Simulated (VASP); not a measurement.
Write the native input for VASP 6.6.1 that does the following.

| Property | Result |
| --- | --- |
| Task | single point |
| Functional | PBEsol |
| Potentials or basis | VASP PAW PBE potentials, release 64 (Ti_sv, Si) |
| Cutoff | 520 eV |
| k mesh | 14 × 14 × 14 |
| Occupations | gaussian, width 0.15 eV |
| Spin | no spin polarisation |
| Dipole correction | no |
| Further INCAR settings | ALGO = Normal; EDIFF = 1e-06; NBANDS = 29 |

The structure of TiSi2 lies in POSCAR:

```
TiSi2
1.0
    1.7585248000     -6.9744595210      0.0000000000
    1.7585248000      6.9744595210      0.0000000000
    0.0000000000      0.0000000000      3.5556151813
Ti Si
2 4
Direct
    0.8975172580      0.1024827420      0.7500000000
    0.1024827420      0.8975172580      0.2500000000
    0.5599863193      0.4400136807      0.7500000000
    0.4400136807      0.5599863193      0.2500000000
    0.2497198030      0.7502801970      0.7500000000
    0.7502801970      0.2497198030      0.2500000000
```

This cell differs from its parent crystal: strain +0.0450 x Voigt [0, 1, 0, 0, 0, 0].

One way to write it, as run:

INCAR

```
ALGO     = Normal         # electronic algorithm
EDIFF    = 1E-6           # SCF threshold, eV
ENCUT    = 520            # plane-wave cutoff, eV
GGA      = PS             # functional
ISIF     = 2              # what is computed and relaxed
ISMEAR   = 0              # smearing method
LASPH    = True           # aspherical terms in the spheres
LCHARG   = False          # write CHGCAR
LREAL    = False          # projectors in reciprocal space
LWAVE    = False          # write WAVECAR
NBANDS   = 29             # bands
NELM     = 100            # most SCF steps
PREC     = Accurate       # precision mode
SIGMA    = 0.15           # smearing width, eV
```

KPOINTS

```
k-points
0
Gamma
  14 14 14
```

Potentials or basis: VASP PAW PBE potentials, release 64 (Ti_sv, Si).

Command:

```bash
$ cat potpaw_PBE.64/Ti_sv/POTCAR potpaw_PBE.64/Si/POTCAR > POTCAR
$ mpirun -np 1 vasp_std > vasp.out
```

Results of the run:

The pressure is -4.8 GPa. The largest force is 0.422 eV/Å. The band gap on the k mesh is zero (bands 20 and 21 overlap by 0.97 eV).

Caveat: the cell differs from its parent crystal (strain +0.0450 x Voigt [0, 1, 0, 0, 0, 0]); the stress differs along the axes, from -10 to -2 GPa; the PAW data sets were made with another functional, which shifts forces and pressure a little.

Wall time 31 min on 1 thread of Intel(R) Xeon(R) Platinum 8375C CPU @ 2.90GHz (Ice Lake), with other jobs on the host, peak memory 0.98 GiB.
